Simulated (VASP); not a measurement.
# Li3H (Pm-3m) in VASP: further runs

Li3H is run at these levels: PBE; tasks: single point, relaxation of cell and atoms.

Program: VASP 6.6.1. These are calculated values, not measurements. Logs are shortened: lines on timing, memory, paths and dates and some standing lists are left out, and cuts for length are marked.

## (1) The cell of the first run

The structure is cubic, space group Pm-3m (No. 221). The conventional cell has a = 3.866 Å, b = 3.866 Å, c = 3.866 Å, α = 90.00°, β = 90.00°, γ = 90.00°. Li (site symmetry 4/mmm) has 8 Li at 2.73 Å and 4 H at 2.73 Å within 3.6 Å. H (site symmetry m-3m) has 12 Li at 2.73 Å within 3.6 Å.

## (2) Single point, PBE

INCAR

```
PREC     = Accurate       # precision mode
ENCUT    = 520            # plane-wave cutoff, eV
EDIFF    = 1E-7           # SCF threshold, eV
ISMEAR   = 0              # smearing method
SIGMA    = 0.1            # smearing width, eV
LREAL    = F              # projectors in reciprocal space
LASPH    = T              # aspherical terms in the spheres
NELM     = 80             # most SCF steps
ALGO     = Normal         # electronic algorithm
ISIF     = 2              # what is computed and relaxed
LWAVE    = F              # write WAVECAR
LCHARG   = F              # write CHGCAR
GGA      = PE             # functional
NBANDS   = 13             # bands
```

KPOINTS

```
regular mesh
0
Gamma
  6 6 6
```

POSCAR

```
Li3H
1.0
    3.8662613382      0.0000000000      0.0000000000
    0.0000000000      3.8662613382      0.0000000000
    0.0000000000      0.0000000000      3.8662613382
Li H
3 1
Direct
    0.0000000000      0.5000000000      0.5000000000
    0.5000000000      0.0000000000      0.5000000000
    0.5000000000      0.5000000000      0.0000000000
    0.0000000000      0.0000000000      0.0000000000
```

Potentials or basis: VASP PAW PBE potentials, release 64 (Li_sv, H).

Launch:

```bash
$ cat potpaw_PBE.64/Li_sv/POTCAR potpaw_PBE.64/H/POTCAR > POTCAR
$ mpirun -np 1 vasp_std > vasp.out
```

OUTCAR:

```text
PREC = Accurate
   ENCUT = 520
   EDIFF = 1E-7
   ISMEAR = 0
   LREAL = F
   LASPH = T
   NELM = 80
   ISIF = 2
   GGA = PE

 ion  position               nearest neighbor table
   1  0.000  0.500  0.500-
   2  0.500  0.000  0.500-
   3  0.500  0.500  0.000-
   4  0.000  0.000  0.000-

  LATTYP: Found a simple cubic cell.
 ALAT       =     3.8662613382

  Lattice vectors:

 A1 = (   3.8662613382,   0.0000000000,   0.0000000000)
 A2 = (   0.0000000000,   3.8662613382,   0.0000000000)
 A3 = (   0.0000000000,   0.0000000000,   3.8662613382)

Analysis of symmetry for initial positions (statically):
=====================================================================
 Subroutine PRICEL returns:
 Original cell was already a primitive cell.

 Routine SETGRP: Setting up the symmetry group for a
 simple cubic supercell.

 Subroutine GETGRP returns: Found 48 space group operations
 (whereof 48 operations were pure point group operations)
 out of a pool of 48 trial point group operations.

The static configuration has the point symmetry O_h .

Analysis of symmetry for dynamics (positions and initial velocities):
=====================================================================
 Subroutine PRICEL returns:
 Original cell was already a primitive cell.

 Routine SETGRP: Setting up the symmetry group for a
 simple cubic supercell.

 Subroutine GETGRP returns: Found 48 space group operations
 (whereof 48 operations were pure point group operations)
 out of a pool of 48 trial point group operations.

The dynamic configuration has the point symmetry O_h .

 Subroutine INISYM returns: Found 48 space group operations
 (whereof 48 operations are pure point group operations),
 and found     1 'primitive' translations

----------------------------------------------------------------------------------------

                                     Primitive cell

  volume of cell :      57.7928

  direct lattice vectors                    reciprocal lattice vectors
     3.866261338  0.000000000  0.000000000     0.258647803  0.000000000  0.000000000
     0.000000000  3.866261338  0.000000000     0.000000000  0.258647803  0.000000000
     0.000000000  0.000000000  3.866261338     0.000000000  0.000000000  0.258647803

  length of vectors
     3.866261338  3.866261338  3.866261338     0.258647803  0.258647803  0.258647803

  position of ions in fractional coordinates (direct lattice)
     0.000000000  0.500000000  0.500000000
     0.500000000  0.000000000  0.500000000
     0.500000000  0.500000000  0.000000000
     0.000000000  0.000000000  0.000000000

  ion indices of the primitive-cell ions
   primitive index   ion index
                 1           1
                 2           2
                 3           3
                 4           4

----------------------------------------------------------------------------------------

 KPOINTS: regular mesh

Automatic generation of k-mesh.
 Grid dimensions read from file:
 generate k-points for:    6    6    6

 Generating k-lattice:

  Cartesian coordinates                     Fractional coordinates (reciprocal lattice)
     0.043107967  0.000000000  0.000000000     0.166666667  0.000000000  0.000000000
     0.000000000  0.043107967  0.000000000     0.000000000  0.166666667  0.000000000
     0.000000000  0.000000000  0.043107967     0.000000000  0.000000000  0.166666667

  Length of vectors
     0.043107967  0.043107967  0.043107967

  Shift w.r.t. Gamma in fractional coordinates (k-lattice)
     0.000000000  0.000000000  0.000000000

 Subroutine IBZKPT returns following result:
 ===========================================

 Found     20 irreducible k-points:

 Following reciprocal coordinates:
            Coordinates               Weight
  0.000000  0.000000  0.000000      1.000000
  0.166667  0.000000  0.000000      6.000000
  0.333333  0.000000  0.000000      6.000000
  0.500000  0.000000  0.000000      3.000000
  0.166667  0.166667  0.000000     12.000000
  0.333333  0.166667  0.000000     24.000000
[... 12 lines left out ...]
  0.500000  0.500000  0.333333      6.000000
  0.500000  0.500000  0.500000      1.000000
   k-points           NKPTS =     20   k-points in BZ     NKDIM =     20   number of bands    NBANDS=     13
   number of dos      NEDOS =    301   number of ions     NIONS =      4
   total plane-waves  NPLWV =  27000
   dimension x,y,z NGX =    30 NGY =   30 NGZ =   30
   dimension x,y,z NGXF=    60 NGYF=   60 NGZF=   60
   ions per type =               3   1
   NGX,Y,Z   is equivalent  to a cutoff of  12.90, 12.90, 12.90 a.u.
   NGXF,Y,Z  is equivalent  to a cutoff of  25.80, 25.80, 25.80 a.u.
 SYSTEM =  unknown system
   PREC   = accura    normal or accurate (medium, high low for compatibility)
   ISTART =      0    job   : 0-new  1-cont  2-samecut
   ICHARG =      2    charge: 1-file 2-atom 10-const
   ISPIN  =      1    spin polarized calculation?
   LNONCOLLINEAR =      F non collinear calculations
   LSORBIT =      F    spin-orbit coupling
   LASPH  =      T    aspherical Exc in radial PAW
   ENCUT  =  520.0 eV  38.22 Ry    6.18 a.u.   7.19  7.19  7.19*2*pi/ulx,y,z
   NELM   =     80;   NELMIN=  2; NELMDL= -5     # of ELM steps
   EDIFF  = 0.1E-06   stopping-criterion for ELM
   LREAL  =      F    real-space projection
   EDIFFG = 0.1E-05   stopping-criterion for IOM
   NSW    =      0    number of steps for IOM
   IBRION =     -1    ionic relax: 0-MD 1-quasi-New 2-CG
   NFREE  =      0    steps in history (QN), initial steepest desc. (CG)
   ISIF   =      2    stress and relaxation
   ISYM   =      2    0-nonsym 1-usesym 2-fastsym
   POTIM  = 0.5000    time-step for ionic-motion
   TEBEG  =    0.0;   TEEND  =   0.0 temperature during run
   PSTRESS=    0.0 pullay stress
   NELECT =      10.0000    total number of electrons
   NUPDOWN=      -1.0000    fix difference up-down
   EMIN   =  10.00;   EMAX   =-10.00  energy-range for DOS
   EFERMI =   0.00;   METHOD = LEGACY
   ISMEAR =     0;   SIGMA  =   0.10  broadening in eV -4-tet -1-fermi 0-gaus
   EFERMI_NEDOS =   21; number of points for ismear=-14 and -15
   IALGO  =     38    algorithm
   IMIX   =      4    mixing-type and parameters
     AMIX     =   0.40;   BMIX     =  1.00
     AMIX_MAG =   1.60;   BMIX_MAG =  1.00
  volume/ion in A,a.u.               =      14.45        97.50
  Fermi-wavevector in a.u.,A,eV,Ry     =   0.912256  1.723915 11.322930  0.832212
  Thomas-Fermi vector in A             =   2.036631
   LORBIT       =      0    0 simple, 1 ext, 2 COOP (PROOUT), +10 PAW based schemes
   GGA     = PE    functional components
   LHFCALC =     F    Hartree Fock is set to
   AEXX    =    0.0000 exact exchange contribution
   IVDW    =     0    specifies the selected vdW correction
   LEPSILON=     F    determine dielectric tensor
   LRPA    =     F    only Hartree local field effects (RPA)
 non-spin polarized calculation
 Gauss-broadening in eV      SIGMA  =   0.10
  energy-cutoff  :      520.00
  volume of cell :       57.79
 maximum number of plane-waves:      1596
 NGX is ok and might be reduce to    30
   NGX = 15   NGY = 15   NGZ = 15

 number of electron      10.0000000 magnetization

 number of electron       9.9999992 magnetization

 Free energy of the ion-electron system (eV)
  ---------------------------------------------------
  ext. energy  EPLUGINS =         0.00000000
  ---------------------------------------------------
  free energy    TOTEN  =        -8.34672796 eV

  energy without entropy =       -8.34251618  energy(sigma->0) =       -8.34462207

 E-fermi :   1.5239     XC(G=0):  -7.4468

 val. band max:        1.5225545311   @ k =   0.5000   0.5000   0.0000
 cond. band min:       1.6273254012   @ k =   0.5000   0.5000   0.1667
 fundamental gap:      0.1047708701
 Fermi energy:         1.5238951551

 k-point     1 :       0.0000    0.0000    0.0000
  band No.  band energies     occupation
      1     -45.5876      2.00000
      2     -45.5267      2.00000
      3     -45.5267      2.00000
      4      -4.1791      2.00000
      5       2.6868      0.00000
      6       3.6508      0.00000
      7       3.6508      0.00000
      8       3.6508      0.00000
      9       8.0017      0.00000
     10       8.0017      0.00000
     11      11.6075      0.00000
     12      11.9418      0.00000
     13      11.9418      0.00000

 k-point     2 :       0.1667    0.0000    0.0000
  band No.  band energies     occupation
      1     -45.5839      2.00000
      2     -45.5302      2.00000
      3     -45.5266      2.00000
      4      -4.0130      2.00000
      5       1.5211      1.03158
      6       3.9172      0.00000
      7       3.9172      0.00000
      8       4.2011      0.00000
      9       7.7427      0.00000
     10       8.6430      0.00000
     11      10.4266      0.00000
     12      10.4266      0.00000
     13      10.9511      0.00000

 k-point     3 :       0.3333    0.0000    0.0000
  band No.  band energies     occupation
      1     -45.5744      2.00000
      2     -45.5393      2.00000
      3     -45.5265      2.00000
      4      -3.5811      2.00000
      5       0.0437      2.00000
      6       4.6969      0.00000
      7       4.6969      0.00000
      8       4.7494      0.00000
      9       7.3250      0.00000
     10       7.9758      0.00000
     11       8.1533      0.00000
     12       8.1533      0.00000
     13      13.1138      0.00000

 k-point     4 :       0.5000    0.0000    0.0000
  band No.  band energies     occupation
      1     -45.5669      2.00000
      2     -45.5467      2.00000
      3     -45.5264      2.00000
      4      -3.2631      2.00000
      5      -0.6553      2.00000
      6       5.0654      0.00000
      7       5.5890      0.00000
      8       5.5890      0.00000
      9       6.7374      0.00000
     10       6.7374      0.00000
     11       7.1491      0.00000
     12       7.3745      0.00000
     13      13.4092      0.00000

 k-point     5 :       0.1667    0.1667    0.0000
  band No.  band energies     occupation
      1     -45.5804      2.00000
      2     -45.5316      2.00000
      3     -45.5284      2.00000
      4      -3.8462      2.00000
      5       1.2633      1.99977
      6       2.8984      0.00000
      7       4.1837      0.00000
      8       4.9934      0.00000
      9       7.1776      0.00000
     10       9.1855      0.00000
     11      10.1567      0.00000
     12      10.3476      0.00000
     13      11.1048      0.00000
[... 193 lines left out ...]
 k-point    18 :       0.5000    0.3333    0.3333
  band No.  band energies     occupation
      1     -45.5512      2.00000
      2     -45.5462      2.00000
      3     -45.5411      2.00000
      4      -2.0240      2.00000
      5       0.4825      2.00000
      6       2.1714      0.00000
      7       2.5772      0.00000
      8       2.7354      0.00000
      9       5.6829      0.00000
     10       6.7034      0.00000
     11       7.3057      0.00000
     12      13.8578      0.00000
     13      14.8800      0.00000

 k-point    19 :       0.5000    0.5000    0.3333
  band No.  band energies     occupation
      1     -45.5461      2.00000
      2     -45.5461      2.00000
      3     -45.5461      2.00000
      4      -1.6957      2.00000
      5       0.7642      2.00000
      6       1.8753      0.00000
      7       1.8753      0.00000
      8       2.8465      0.00000
      9       6.0996      0.00000
     10       6.2040      0.00000
     11       6.2040      0.00000
     12      14.6068      0.00000
     13      15.7466      0.00000

 k-point    20 :       0.5000    0.5000    0.5000
  band No.  band energies     occupation
      1     -45.5461      2.00000
      2     -45.5461      2.00000
      3     -45.5461      2.00000
      4      -1.3240      2.00000
      5       0.8460      2.00000
      6       2.0285      0.00000
      7       2.0285      0.00000
      8       2.0285      0.00000
      9       5.6957      0.00000
     10       5.6957      0.00000
     11       5.6957      0.00000
     12      15.9284      0.00000
     13      16.8637      0.00000

------------------------ aborting loop because EDIFF is reached ----------------------------------------

  FORCE on cell =-STRESS in cart. coord.  units (eV):
  Direction    XX          YY          ZZ          XY          YZ          ZX
  --------------------------------------------------------------------------------------
  -------------------------------------------------------------------------------------
  Total        0.0888196      0.0888196      0.0888196     -0.0000000     -0.0000000      0.0000000
  in kB        2.4623270      2.4623270      2.4623270     -0.0000000     -0.0000000      0.0000000
  external PRESSURE =       2.4623270 kB  Pullay stress =       0.0000000 kB

 VOLUME and BASIS-vectors are now :
 -----------------------------------------------------------------------------
  energy-cutoff  :      520.00
  volume of cell :       57.79
      direct lattice vectors                 reciprocal lattice vectors
     3.866261338  0.000000000  0.000000000     0.258647803  0.000000000  0.000000000
     0.000000000  3.866261338  0.000000000     0.000000000  0.258647803  0.000000000
     0.000000000  0.000000000  3.866261338     0.000000000  0.000000000  0.258647803

 POSITION                                       TOTAL-FORCE (eV/Angst)
 -----------------------------------------------------------------------------------
      0.00000      1.93313      1.93313         0.000000      0.000000      0.000000
      1.93313      0.00000      1.93313         0.000000      0.000000      0.000000
      1.93313      1.93313      0.00000         0.000000      0.000000      0.000000
      0.00000      0.00000      0.00000         0.000000      0.000000      0.000000
 -----------------------------------------------------------------------------------
    total drift:                                0.000000      0.000000     -0.000000

  FREE ENERGIE OF THE ION-ELECTRON SYSTEM (eV)
  ---------------------------------------------------
  free  energy   TOTEN  =        -8.3467279557 eV

  energy  without entropy=       -8.3425161845  energy(sigma->0) =       -8.34462207
```

It took 8.5 s on 1 thread of Oxide Virtual Turin-like, shared host; peak memory 0.13 GiB.

What came out:

* Free energy: -8.3467 eV
* Band gap on the k mesh: zero (bands 5 and 6 overlap by 1.16 eV)

Caveat: the cutoff is under 1.25 times the usual one of these potentials, so pressure, stress and relaxed cells hold a basis-set (Pulay) error.

## (3) Relaxation of cell and atoms, PBE

This run uses another cell than the first one, of 10.37 Å³/atom.

INCAR

```
SYSTEM = Li3H
PREC = Accurate
ENCUT = 600
EDIFF = 1E-6
ISMEAR = 0
SIGMA = 0.1
LREAL = .False.
LASPH = .True.
NELM = 80
ALGO = Normal
ISIF = 3
LWAVE = .False.
LCHARG = .False.
GGA = PE
IBRION = 2
NSW = 90
EDIFFG = -0.04
```

KPOINTS

```
regular mesh
0
Gamma
  6 6 6
  0 0 0
```

POSCAR

```
Li3H
1.0
    3.4611568026      0.0000000000      0.0000000000
    0.0000000000      3.4611568026      0.0000000000
    0.0000000000      0.0000000000      3.4611568026
Li H
3 1
Direct
    0.0000000000      0.5000000000      0.5000000000
    0.5000000000      0.0000000000      0.5000000000
    0.5000000000      0.5000000000      0.0000000000
    0.0000000000      0.0000000000      0.0000000000
```

Potentials or basis: VASP PAW PBE potentials, release 64 (Li_sv, H).

Launch:

```bash
$ cat potpaw_PBE.64/Li_sv/POTCAR potpaw_PBE.64/H/POTCAR > POTCAR
$ mpirun -np 1 vasp_std > vasp.out
```

Run time: 14 s. Hardware: 1 thread of Oxide Virtual Turin-like, shared host; peak memory 0.12 GiB.

It converged, with:

| Quantity | Value |
| --- | --- |
| Free energy | -8.3232 eV |
| Relaxed volume | 14.34 Å³/atom |
| Relaxed cell | a = 3.856 Å, b = 3.856 Å, c = 3.856 Å, α = 90.00°, β = 90.00°, γ = 90.00° |
| Space group after relaxing (to 0.1 Å) | Pm-3m (No. 221) |
| Energy gained by relaxing | 112.4 meV/atom |
| Ionic steps | 4 |
| Pressure after relaxing | 0.0 GPa |
| Band gap on the k mesh | zero (bands 5 and 6 overlap by 1.18 eV) |

The path:
```
step  energy change (eV)  largest force (eV/Å)  pressure (GPa)  volume (Å³)
   1              0.0000                0.0000           10.90        41.46
   2             -0.2364                0.0000            6.64        45.84
   3             -0.4462                0.0000            0.67        55.85
   4             -0.4495                0.0000            0.02        57.34
```

Final structure:
```
Li H
1.0
     3.85624    0.00000    0.00000
     0.00000    3.85624    0.00000
     0.00000    0.00000    3.85624
Li H
3 1
Direct
  0.00000 0.50000 0.50000
  0.50000 0.00000 0.50000
  0.50000 0.50000 0.00000
  0.00000 0.00000 0.00000
```

Levels at points of the mesh, in eV from the Fermi level:
```tsv
k point	band 2	band 3	band 4	band 5	band 6	band 7	band 8	band 9
(0.00, 0.00, 0.00)	-47.05	-47.05	-5.73	1.18	2.13	2.13	2.13	6.52
(0.50, 0.00, 0.00)	-47.08	-47.05	-4.82	-2.19	3.57	4.08	4.08	5.23
(0.50, 0.50, 0.00)	-47.08	-47.08	-3.97	-0.98	0.00	0.00	4.25	6.30
(0.50, 0.50, 0.50)	-47.07	-47.07	-2.87	-0.69	0.49	0.49	0.49	4.21
```

Caveat: the cutoff is under 1.25 times the usual one of these potentials, so pressure, stress and relaxed cells hold a basis-set (Pulay) error; the volume moved by over 15 % at a fixed basis, so the end points are rough.

The gap in the log of VASP goes by the Fermi energy; the results here count the filled bands.